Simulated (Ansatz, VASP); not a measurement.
**Zn in VASP and in Ansatz**

```
CELL_PARAMETERS angstrom
2.57907 0.00000 0.00000
-1.28953 2.23354 0.00000
0.00000 0.00000 4.84703
ATOMIC_POSITIONS crystal
Zn 0.33333 0.66667 0.25000
Zn 0.66667 0.33333 0.75000
```

Alike in both runs: task single point; functional RPBE; k mesh 22 × 22 × 10; occupations fermi-dirac, width 0.1 eV; no spin polarisation.

|  | VASP | Ansatz |
| --- | --- | --- |
| version | VASP 6.6.1 | Ansatz 0.2.0 |
| potentials or method | VASP PAW PBE potentials, release 64 (Zn), cutoff 520 eV | plane waves (420 eV) with PAW, scalar-relativistic |
| valence electrons in the cell | 24 | 24 |

|  | VASP | Ansatz | Ansatz less VASP |
| --- | --- | --- | --- |
| pressure (GPa) | 12.0 | 11.5 | -0.49 |
| traceless stress, the component that is largest in VASP (GPa) | -3.34 | -3.11 | +0.237 |

VASP's potentials were made for PBE, not for RPBE. The functional is the same, so the differences come from potentials, cutoffs and numerics.
